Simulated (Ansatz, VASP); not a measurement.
# TlSnCl3: VASP beside Ansatz

```xyz
5
Lattice="5.5174 0.0000 0.0000 0.0000 5.5174 0.0000 0.0000 0.0000 5.5174" Properties=species:S:1:pos:R:3 pbc="T T T"
Tl    0.0000    0.0000    0.0000
Sn    2.7587    2.7587    2.7587
Cl    2.7587    2.7587    0.0000
Cl    2.7587    0.0000    2.7587
Cl    0.0000    2.7587    2.7587
```

Alike in both runs: task single point; functional PBE; k mesh 6 × 6 × 6; occupations fermi-dirac, width 0.02 eV; no spin polarisation.

|  | VASP | Ansatz |
| --- | --- | --- |
| version | VASP 6.6.1 | Ansatz 0.2.0 |
| potentials or method | VASP PAW PBE potentials, release 64 (Tl_d, Sn_d, Cl) | plane waves, PAW |
| plane-wave cutoff (eV) | 520 | 420 |
| valence electrons in the cell | 48 | 48 |

```tsv
	VASP	Ansatz	Ansatz less VASP
pressure (GPa)	0.8	0.8	+0.05
```

The functional is the same, so the differences come from potentials, cutoffs and numerics.

Spin-orbit coupling is off throughout.
